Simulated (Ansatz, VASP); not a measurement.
## Two plane-wave programs on Ag

```xyz
2
Lattice="2.9037 0.0000 0.0000 -1.4518 2.5147 0.0000 0.0000 0.0000 4.6051" Properties=species:S:1:pos:R:3 pbc="T T T"
Ag    0.0000    1.6764    1.1513
Ag    1.4518    0.8382    3.4538
```

Change from the starting cell: strain along c alone, the other axes held, atoms relaxed: -3.0 %.

Alike in both runs: task single point; functional r2SCAN; k mesh 24 × 24 × 12; occupations gaussian, width 0.1 eV; no spin polarisation.

```csv
,VASP,Ansatz
version,VASP 6.6.1,Ansatz 0.2.0
potentials or method,"VASP PAW PBE potentials, release 64 (Ag), cutoff 520 eV","scalar-relativistic, plane waves, PAW"
valence electrons in the cell,22,38
```

```tsv
	VASP	Ansatz	Ansatz less VASP
gap on the k mesh at the Fermi level (eV)	none	none	-
pressure (GPa)	3.6	3.4	-0.18
traceless stress, the component that is largest in VASP (GPa)	2.74	2.70	-0.040
```

VASP's potentials were made for PBE, not for r2SCAN. A gap of «none» marks a metal or a gap that the smearing closes. VASP's potentials hold 22 valence electrons a cell and Ansatz's 38, so a difference there can come from the potentials and not from the codes.
